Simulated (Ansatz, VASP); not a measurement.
Ir: VASP beside Ansatz

```
Ir
1.0
     0.00000    1.95978    1.95978
     1.95978    0.00000    1.95978
     1.95978    1.95978    0.00000
Ir
1
Direct
  0.00000 0.00000 0.00000
```

Alike in both runs: task single point; functional r2SCAN; k mesh 18 × 18 × 18; occupations gaussian, width 0.1 eV; no spin polarisation.

|  | VASP | Ansatz |
| --- | --- | --- |
| version | VASP 6.6.1 | Ansatz 0.2.0 |
| potentials or method | VASP PAW PBE potentials, release 64 (Ir), cutoff 520 eV | scalar-relativistic, plane waves, PAW |
| valence electrons in the cell | 9 | 17 |

Ansatz gave:

```
gap on the k mesh at the Fermi level (eV) : none
pressure (GPa)                            : -19.0
```

Problem. Estimate VASP's values.

Solution. gap on the k mesh at the Fermi level (eV): none; pressure (GPa): -17.1.

VASP's potentials were made for PBE, not for r2SCAN. A gap of «none» marks a metal or a gap that the smearing closes. With one functional, cell and mesh, what is left measures potentials, basis and numerics. VASP's potentials hold 9 valence electrons a cell and Ansatz's 17, so a difference there can come from the potentials and not from the codes.

Spin-orbit coupling is off throughout.
